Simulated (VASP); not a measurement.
FeSi, 8 atoms in the cell. It takes space group P2_13 (No. 198, cubic). The conventional cell has a = 4.403 Å, b = 4.403 Å, c = 4.403 Å, α = 90.00°, β = 90.00°, γ = 90.00°. Within 3.0 Å of Fe (site symmetry 3) lie 7 Si at 2.25 to 2.47 Å and 6 Fe at 2.70 Å. Within 3.0 Å of Si (site symmetry 3) lie 7 Fe at 2.25 to 2.47 Å and 6 Si at 2.73 Å. 

- Program: VASP 6.6.1
- Task: single point
- Functional: r2SCAN
- Potentials or basis: VASP PAW PBE potentials, release 64 (Fe, Si)
- Cutoff: 520 eV
- k mesh: 8 × 8 × 8
- Occupations: gaussian, width 0.01 eV
- Spin: no spin polarisation
- Dipole correction: no
- Further INCAR settings: ALGO = Normal; EDIFF = 1e-07; NBANDS = 34

Potentials or basis: VASP PAW PBE potentials, release 64 (Fe, Si).

The run is started by

```console
$ cat potpaw_PBE.64/Fe/POTCAR potpaw_PBE.64/Si/POTCAR > POTCAR
$ cp INCAR.step1 INCAR
$ mpirun -np 1 vasp_std > vasp.out
$ cp INCAR.step2 INCAR
$ mpirun -np 1 vasp_std > vasp.out
```

Hardware: 1 thread of AMD EPYC 9R45 96-Core Processor (Zen 5), on a shared host.

Q: Estimate the wall time of this run.

A: It took 7 min on 1 thread of AMD EPYC 9R45 96-Core Processor (Zen 5) (shared host), peak memory 0.25 GiB. Counts: k points 45.
